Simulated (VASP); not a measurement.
Runs of VASP 6.6.1 on TiCo. The structure is cubic, space group Pm-3m (No. 221). The conventional cell has a = 2.986 Å, b = 2.986 Å, c = 2.986 Å, α = 90.00°, β = 90.00°, γ = 90.00°. Within 3.4 Å of Ti (site symmetry m-3m) lie 8 Co at 2.59 Å and 6 Ti at 2.99 Å. Co (site symmetry m-3m) has 8 Ti at 2.59 Å and 6 Co at 2.99 Å within 3.4 Å. 

```csv
spin,fixed moment (μB),pressure (GPa),moment (μB)
"collinear, ferromagnetic start",0.44,(a),0.44
"collinear, ferromagnetic start",0.97,-0.5,0.97
"collinear, ferromagnetic start",0.75,-0.8,0.75
"collinear, ferromagnetic start",0.62,-1.2,0.62
off,-,-2.9,-
"collinear, ferromagnetic start",0.22,-2.6,0.22
"collinear, ferromagnetic start",1.06,(b),1.06
```

Alike in all rows: task single point; level PBE; potentials or basis VASP PAW PBE potentials, release 64 (Ti_sv, Co); cell as given; k mesh 13 × 13 × 13; cutoff (eV) 520; smearing fermi-dirac 0.03 eV.

Problem. Estimate the missing entries.

Solution. (a) -2.0; (b) -0.3.

Caveats: the total moment is fixed, so each spin has its own Fermi level and the state may be an excited one (at least some runs).
